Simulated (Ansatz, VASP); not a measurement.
# In: VASP beside Ansatz

```xyz
1
Lattice="0.0000 2.3957 2.3957 2.3957 0.0000 2.3957 2.3957 2.3957 0.0000" Properties=species:S:1:pos:R:3 pbc="T T T"
In    0.0000    0.0000    0.0000
```

Alike in both runs: task single point; functional PBE; k mesh 4 × 4 × 4; occupations fermi-dirac, width 0.15 eV; non-collinear spin, spin-orbit coupling.

```csv
,VASP,Ansatz
version,VASP 6.6.1,Ansatz 0.2.0 development build
potentials or method,"VASP PAW PBE potentials, release 64 (In_d)","plane waves, PAW datasets (generated hard set"
plane-wave cutoff (eV),520,700
valence electrons in the cell,13,21
```

```csv
,VASP,Ansatz,Ansatz less VASP
net moment per atom (μB),0.00,0.00,0.000
```

With one functional, cell and mesh, what is left measures potentials, basis and numerics. VASP's potentials hold 13 valence electrons a cell and Ansatz's 21, so a difference there can come from the potentials and not from the codes. Ansatz's warnings: stress scf threshold loose.

The k mesh is coarse, so the values compare programs but aren't converged.
